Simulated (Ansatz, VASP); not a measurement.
AlCo3: VASP beside Ansatz

```
CELL_PARAMETERS angstrom
3.49218 0.00000 0.00000
0.00000 3.49218 0.00000
0.00000 0.00000 3.49218
ATOMIC_POSITIONS crystal
Al 0.00000 0.00000 0.00000
Co 0.50000 0.50000 0.00000
Co 0.50000 0.00000 0.50000
Co 0.00000 0.50000 0.50000
```

Alike in both runs: functional PBEsol; k mesh 12 × 12 × 12; occupations gaussian, width 0.1 eV; no spin polarisation.

Ansatz relaxed the structure, and its values are those at the end. VASP's run is a single point on that final structure, the one shown.

|  | VASP | Ansatz |
| --- | --- | --- |
| version | VASP 6.6.1 | Ansatz 0.2.0 |
| potentials or method | VASP PAW PBE potentials, release 64 (Al, Co), cutoff 520 eV | scalar-relativistic, plane waves, PAW |
| valence electrons in the cell | 30 | 54 |

```tsv
	VASP	Ansatz	Ansatz less VASP
gap on the k mesh at the Fermi level (eV)	none	none	-
pressure (GPa)	-0.3	0.0	+0.27
```

VASP's potentials were made for PBE, not for PBEsol. A gap of «none» marks a metal or a gap that the smearing closes. The functional is the same, so the differences come from potentials, cutoffs and numerics. VASP's potentials hold 30 valence electrons a cell and Ansatz's 54, so a difference there can come from the potentials and not from the codes.
